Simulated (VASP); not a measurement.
# Ir (P6_3/mmc) in VASP: further runs

The runs below take Ir through single point, with PBEsol.

Program: VASP 6.6.1. These are calculated values, not measurements. Logs are shortened: lines on timing, memory, paths and dates and some standing lists are left out, and cuts for length are marked.

## 1. The cell of the first run

It takes space group P6_3/mmc (No. 194, hexagonal). Conventional cell: a = 2.564 Å, b = 2.564 Å, c = 4.169 Å, α = 90.00°, β = 90.00°, γ = 120.00°. Within 3.4 Å of Ir (site symmetry -6m2) lie 12 Ir at 2.56 Å.

## 2. Single point, PBEsol

The input, INCAR:

```
SYSTEM = Ir
PREC = Accurate
ENCUT = 520
EDIFF = 1E-6
ISMEAR = -1
SIGMA = 0.08
LREAL = .False.
LASPH = .True.
NELM = 80
ALGO = Normal
ISIF = 2
LWAVE = .False.
LCHARG = .True.
GGA = PS
LELF = .True.
LVHAR = .True.
NBANDS = 16
```

The input, KPOINTS:

```
regular mesh
0
Gamma
  16 16 9
  0 0 0
```

The input, POSCAR:

```
Ir
1.0
    2.5635337413      0.0000000000      0.0000000000
   -1.2817668707      2.2200853435      0.0000000000
    0.0000000000      0.0000000000      4.1688678677
Ir
2
Direct
    0.3333333333      0.6666666667      0.2500000000
    0.6666666667      0.3333333333      0.7500000000
```

Potentials or basis: VASP PAW PBE potentials, release 64 (Ir).

Started as:

```sh
$ cat potpaw_PBE.64/Ir/POTCAR > POTCAR
$ mpirun -np 1 vasp_std > vasp.out
```

OUTCAR:

```text
SYSTEM = Ir
   PREC = Accurate
   ENCUT = 520
   EDIFF = 1E-6
   ISMEAR = -1
   LREAL = .False.
   LASPH = .True.
   NELM = 80
   ISIF = 2
   GGA = PS

 ion  position               nearest neighbor table
   1  0.333  0.667  0.250-   2 2.56   2 2.56   2 2.56   2 2.56   2 2.56   2 2.56
   2  0.667  0.333  0.750-   1 2.56   1 2.56   1 2.56   1 2.56   1 2.56   1 2.56

  LATTYP: Found a hexagonal cell.
 ALAT       =     2.5635337413
 C/A-ratio  =     1.6262192303

  Lattice vectors:

 A1 = (   2.5635337413,   0.0000000000,   0.0000000000)
 A2 = (  -1.2817668707,   2.2200853435,   0.0000000000)
 A3 = (   0.0000000000,   0.0000000000,   4.1688678677)

Analysis of symmetry for initial positions (statically):
=====================================================================
 Subroutine PRICEL returns:
 Original cell was already a primitive cell.

 Routine SETGRP: Setting up the symmetry group for a
 hexagonal supercell.

 Subroutine GETGRP returns: Found 24 space group operations
 (whereof 12 operations were pure point group operations)
 out of a pool of 24 trial point group operations.

The static configuration has the point symmetry D_3d.
 The point group associated with its full space group is D_6h.

Analysis of symmetry for dynamics (positions and initial velocities):
=====================================================================
 Subroutine PRICEL returns:
 Original cell was already a primitive cell.

 Routine SETGRP: Setting up the symmetry group for a
 hexagonal supercell.

 Subroutine GETGRP returns: Found 24 space group operations
 (whereof 12 operations were pure point group operations)
 out of a pool of 24 trial point group operations.

The dynamic configuration has the point symmetry D_3d.
 The point group associated with its full space group is D_6h.

 Subroutine INISYM returns: Found 24 space group operations
 (whereof 12 operations are pure point group operations),
 and found     1 'primitive' translations

----------------------------------------------------------------------------------------

                                     Primitive cell

  volume of cell :      23.7261

  direct lattice vectors                    reciprocal lattice vectors
     2.563533741  0.000000000  0.000000000     0.390086537  0.225216567  0.000000000
    -1.281766871  2.220085344  0.000000000     0.000000000  0.450433134  0.000000000
     0.000000000  0.000000000  4.168867868     0.000000000  0.000000000  0.239873278

  length of vectors
     2.563533741  2.563533741  4.168867868     0.450433134  0.450433134  0.239873278

  position of ions in fractional coordinates (direct lattice)
     0.333333333  0.666666667  0.250000000
     0.666666667  0.333333333  0.750000000

  ion indices of the primitive-cell ions
   primitive index   ion index
                 1           1
                 2           2

----------------------------------------------------------------------------------------

 KPOINTS: regular mesh

Automatic generation of k-mesh.
 Grid dimensions read from file:
 generate k-points for:   16   16    9

 Generating k-lattice:

  Cartesian coordinates                     Fractional coordinates (reciprocal lattice)
     0.024380409  0.014076035  0.000000000     0.062500000  0.000000000  0.000000000
     0.000000000  0.028152071  0.000000000     0.000000000  0.062500000  0.000000000
     0.000000000  0.000000000  0.026652586     0.000000000  0.000000000  0.111111111

  Length of vectors
     0.028152071  0.028152071  0.026652586

  Shift w.r.t. Gamma in fractional coordinates (k-lattice)
     0.000000000  0.000000000  0.000000000

 Subroutine IBZKPT returns following result:
 ===========================================

 Found    150 irreducible k-points:

 Following reciprocal coordinates:
            Coordinates               Weight
  0.000000  0.000000  0.000000      1.000000
  0.062500 -0.000000  0.000000      6.000000
  0.125000 -0.000000  0.000000      6.000000
  0.187500 -0.000000  0.000000      6.000000
  0.250000 -0.000000  0.000000      6.000000
  0.312500 -0.000000  0.000000      6.000000
[... 16 lines left out ...]
  0.187500  0.187500  0.000000      6.000000
  0.250000  0.187500  0.000000     12.000000
 [... further k-points ...]
   k-points           NKPTS =    150   k-points in BZ     NKDIM =    150   number of bands    NBANDS=     16
   number of dos      NEDOS =    301   number of ions     NIONS =      2
   total plane-waves  NPLWV =  12800
   dimension x,y,z NGX =    20 NGY =   20 NGZ =   32
   dimension x,y,z NGXF=    40 NGYF=   40 NGZF=   64
   ions per type =               2
   NGX,Y,Z   is equivalent  to a cutoff of  12.97, 12.97, 12.76 a.u.
   NGXF,Y,Z  is equivalent  to a cutoff of  25.94, 25.94, 25.52 a.u.
 SYSTEM =  Ir
   PREC   = accura    normal or accurate (medium, high low for compatibility)
   ISTART =      0    job   : 0-new  1-cont  2-samecut
   ICHARG =      2    charge: 1-file 2-atom 10-const
   ISPIN  =      1    spin polarized calculation?
   LNONCOLLINEAR =      F non collinear calculations
   LSORBIT =      F    spin-orbit coupling
   LASPH  =      T    aspherical Exc in radial PAW
   ENCUT  =  520.0 eV  38.22 Ry    6.18 a.u.   4.77  4.77  7.75*2*pi/ulx,y,z
   NELM   =     80;   NELMIN=  2; NELMDL= -5     # of ELM steps
   EDIFF  = 0.1E-05   stopping-criterion for ELM
   LREAL  =      F    real-space projection
   EDIFFG = 0.1E-04   stopping-criterion for IOM
   NSW    =      0    number of steps for IOM
   IBRION =     -1    ionic relax: 0-MD 1-quasi-New 2-CG
   NFREE  =      0    steps in history (QN), initial steepest desc. (CG)
   ISIF   =      2    stress and relaxation
   ISYM   =      2    0-nonsym 1-usesym 2-fastsym
   POTIM  = 0.5000    time-step for ionic-motion
   TEBEG  =    0.0;   TEEND  =   0.0 temperature during run
   PSTRESS=    0.0 pullay stress
   NELECT =      18.0000    total number of electrons
   NUPDOWN=      -1.0000    fix difference up-down
   EMIN   =  10.00;   EMAX   =-10.00  energy-range for DOS
   EFERMI =   0.00;   METHOD = LEGACY
   ISMEAR =    -1;   SIGMA  =   0.08  broadening in eV -4-tet -1-fermi 0-gaus
   EFERMI_NEDOS =   21; number of points for ismear=-14 and -15
   IALGO  =     38    algorithm
   IMIX   =      4    mixing-type and parameters
     AMIX     =   0.40;   BMIX     =  1.00
     AMIX_MAG =   1.60;   BMIX_MAG =  1.00
  volume/ion in A,a.u.               =      11.86        80.06
  Fermi-wavevector in a.u.,A,eV,Ry     =   1.493104  2.821557 30.332277  2.229359
  Thomas-Fermi vector in A             =   2.605547
   LORBIT       =      0    0 simple, 1 ext, 2 COOP (PROOUT), +10 PAW based schemes
   GGA     = PS    functional components
   LHFCALC =     F    Hartree Fock is set to
   AEXX    =    0.0000 exact exchange contribution
   IVDW    =     0    specifies the selected vdW correction
   LEPSILON=     F    determine dielectric tensor
   LRPA    =     F    only Hartree local field effects (RPA)
 non-spin polarized calculation
  energy-cutoff  :      520.00
  volume of cell :       23.73
 maximum number of plane-waves:       660
 NGX is ok and might be reduce to    20

 number of electron      17.9999998 magnetization

 Free energy of the ion-electron system (eV)
  ---------------------------------------------------
  ext. energy  EPLUGINS =         0.00000000
  ---------------------------------------------------
  free energy    TOTEN  =       -18.23056158 eV

  energy without entropy =      -18.19233565  energy(sigma->0) =      -18.21144862

 E-fermi :  13.7866     XC(G=0): -15.1517

 val. band max:       13.7828911663   @ k =   0.3750   0.0625   0.1111
 cond. band min:      13.7887841560   @ k =   0.3750  -0.0000   0.2222
 fundamental gap:      0.0058929897
 Fermi energy:        13.7866114576

 k-point     1 :       0.0000    0.0000    0.0000
  band No.  band energies     occupation
      1       0.3944      2.00000
      2       3.3913      2.00000
      3       8.5171      2.00000
      4       8.6577      2.00000
      5       8.6577      2.00000
      6       9.5448      2.00000
[... 8 lines left out ...]
     15      29.9081      0.00000
     16      31.5416      0.00000

 k-point     2 :       0.0625   -0.0000    0.0000
  band No.  band energies     occupation
      1       0.5822      2.00000
      2       3.5625      2.00000
      3       8.1618      2.00000
      4       8.8248      2.00000
      5       8.9635      2.00000
      6       9.4287      2.00000
[... 8 lines left out ...]
     15      30.1693      0.00000
     16      31.8696      0.00000

 k-point     3 :       0.1250   -0.0000    0.0000
  band No.  band energies     occupation
      1       1.1214      2.00000
      2       4.0271      2.00000
      3       7.6717      2.00000
      4       9.0496      2.00000
      5       9.3181      2.00000
      6       9.4023      2.00000
[... 8 lines left out ...]
     15      30.8198      0.00000
     16      32.7945      0.00000

 k-point     4 :       0.1875   -0.0000    0.0000
  band No.  band energies     occupation
      1       1.9328      2.00000
      2       4.5873      2.00000
      3       7.2755      2.00000
      4       8.1195      2.00000
      5       8.6940      2.00000
      6       9.7225      2.00000
[... 8 lines left out ...]
     15      30.8691      0.00000
     16      32.9656      0.00000
[... 324 lines left out ...]
 k-point    22 :       0.4375    0.1250    0.0000
  band No.  band energies     occupation
      1       4.4553      2.00000
      2       4.7439      2.00000
      3       4.9151      2.00000
      4       8.1356      2.00000
      5       8.7775      2.00000
      6       8.9472      2.00000
[... 8 lines left out ...]
     15      26.6021      0.00000
     16      28.0815      0.00000

 k-point    23 :       0.1875    0.1875    0.0000
  band No.  band energies     occupation
      1       4.2652      2.00000
      2       5.8658      2.00000
      3       6.0378      2.00000
      4       6.2116      2.00000
      5       8.1693      2.00000
      6       8.7745      2.00000
[... 8 lines left out ...]
     15      27.1405      0.00000
     16      29.9290      0.00000

 k-point    24 :       0.2500    0.1875    0.0000
  band No.  band energies     occupation
      1       5.0072      2.00000
      2       5.4386      2.00000
      3       5.6370      2.00000
      4       6.6852      2.00000
      5       7.9664      2.00000
      6       9.2116      2.00000
[... 8 lines left out ...]
     15      25.3156      0.00000
     16      29.5415      0.00000

 [... further k-points ...]
[... 5 lines left out ...]
  --------------------------------------------------------------------------------------
  -------------------------------------------------------------------------------------
  Total       15.6834123     15.6834123     15.7039010     -0.0000000      0.0000000      0.0000000
  in kB     1059.0691143   1059.0691143   1060.4526743     -0.0000000      0.0000000      0.0000000
  external PRESSURE =    1059.5303010 kB  Pullay stress =       0.0000000 kB

 VOLUME and BASIS-vectors are now :
 -----------------------------------------------------------------------------
  energy-cutoff  :      520.00
  volume of cell :       23.73
      direct lattice vectors                 reciprocal lattice vectors
     2.563533741  0.000000000  0.000000000     0.390086537  0.225216567  0.000000000
    -1.281766871  2.220085344  0.000000000     0.000000000  0.450433134  0.000000000
     0.000000000  0.000000000  4.168867868     0.000000000  0.000000000  0.239873278

 POSITION                                       TOTAL-FORCE (eV/Angst)
 -----------------------------------------------------------------------------------
     -0.00000      1.48006      1.04222         0.000000     -0.000000      0.000000
      1.28177      0.74003      3.12665        -0.000000      0.000000      0.000000
 -----------------------------------------------------------------------------------
    total drift:                               -0.000000      0.000000     -0.000000

  FREE ENERGIE OF THE ION-ELECTRON SYSTEM (eV)
  ---------------------------------------------------
  free  energy   TOTEN  =       -18.2305615849 eV

  energy  without entropy=      -18.1923356486  energy(sigma->0) =      -18.21144862
```

It took 34 s on 1 thread of Intel Xeon 6975P-C (Granite Rapids), shared host; peak memory 0.17 GiB.

What came out:

| Item | Value |
| --- | --- |
| Free energy | -18.2306 eV |
| Pressure | 106.0 GPa |
| Band gap on the k mesh | zero (band 9 reaches 15.14 eV, above the bottom of band 10 at 10.71 eV) |

Levels at points of the mesh, in eV from the Fermi level:
| k point | band 7 | band 8 | band 9 | band 10 | band 11 | band 12 |
| --- | --- | --- | --- | --- | --- | --- |
| (0.00, 0.00, 0.00) | -4.24 | -3.14 | -3.14 | -1.36 | 0.33 | 0.33 |
| (0.50, 0.00, 0.00) | -3.94 | 1.02 | 1.35 | 1.59 | 3.76 | 5.44 |

Caveat: the PAW data sets were made with another functional, which shifts forces and pressure a little; spin-orbit coupling is left out, which moves the levels of the heavy elements.

## 3. Single point, PBEsol

The input, INCAR:

```
PREC = Accurate
ENCUT = 520
EDIFF = 1E-6
ISMEAR = -1
SIGMA = 0.08
LREAL = False
LASPH = True
NELM = 80
ALGO = Normal
ISIF = 2
LWAVE = False
LCHARG = False
GGA = PS
NBANDS = 16
```

The input, KPOINTS:

```
regular mesh
0
Gamma
  16 16 9
```

POSCAR is that of step 2.

Potentials or basis: VASP PAW PBE potentials, release 64 (Ir).

Started as:

```sh
$ cat potpaw_PBE.64/Ir/POTCAR > POTCAR
$ mpirun -np 1 vasp_std > vasp.out
```

Wall time 34 s (1 thread of Intel Xeon 6975P-C (Granite Rapids), shared host); peak memory 0.17 GiB.

The run converged. Its results:

```
Free energy            : -18.2306 eV
Pressure               : 106.0 GPa
Band gap on the k mesh : zero (band 9 reaches 15.14 eV, above the bottom of band 10 at 10.71 eV)
```

Stress tensor (GPa, compression positive):
```
105.91   0.00   0.00
  0.00 105.91   0.00
  0.00   0.00 106.05
```

Levels at points of the mesh, in eV from the Fermi level:
```csv
k point,band 5,band 6,band 7,band 8,band 9,band 10,band 11,band 12,band 13,band 14
"(0.00, 0.00, 0.00)",-5.13,-4.24,-4.24,-3.14,-3.14,-1.36,0.33,0.33,8.80,13.75
"(0.50, 0.00, 0.00)",-4.71,-4.39,-3.94,1.02,1.35,1.59,3.76,5.44,9.47,11.80
```

Caveat: the PAW data sets were made with another functional, which shifts forces and pressure a little; spin-orbit coupling is left out, which moves the levels of the heavy elements.
